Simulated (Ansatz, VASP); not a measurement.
## Two plane-wave programs on Cr

```
Cr
1.0
     0.00000    2.69809    2.69809
     2.69809    0.00000    2.69809
     2.69809    2.69809    0.00000
Cr
2
Direct
  0.12500 0.12500 0.12500
  0.87500 0.87500 0.87500
```

Alike in both runs: task single point; functional PBEsol; k mesh 12 × 12 × 12; occupations fermi-dirac, width 0.05 eV; collinear spin.

|  | VASP | Ansatz |
| --- | --- | --- |
| version | VASP 6.6.1 | Ansatz 0.2.0 |
| potentials or method | VASP PAW PBE potentials, release 64 (Cr_pv), cutoff 520 eV | plane waves (420 eV) with PAW, scalar-relativistic |
| valence electrons in the cell | 24 | 28 |

|  | VASP | Ansatz | Ansatz less VASP |
| --- | --- | --- | --- |
| pressure (GPa) | -4.1 | -4.3 | -0.19 |
| net moment per atom (μB) | 0.00 | 0.00 | 0.000 |
| size of the moment on the site where the two differ most (μB) | 2.77 | 2.54 | -0.235 |

VASP's potentials were made for PBE, not for PBEsol, and Ansatz warns of the same on its side. Site moments also hang on the region over which each program counts them. With one functional, cell and mesh, what is left measures potentials, basis and numerics. VASP's potentials hold 24 valence electrons a cell and Ansatz's 28, so a difference there can come from the potentials and not from the codes.
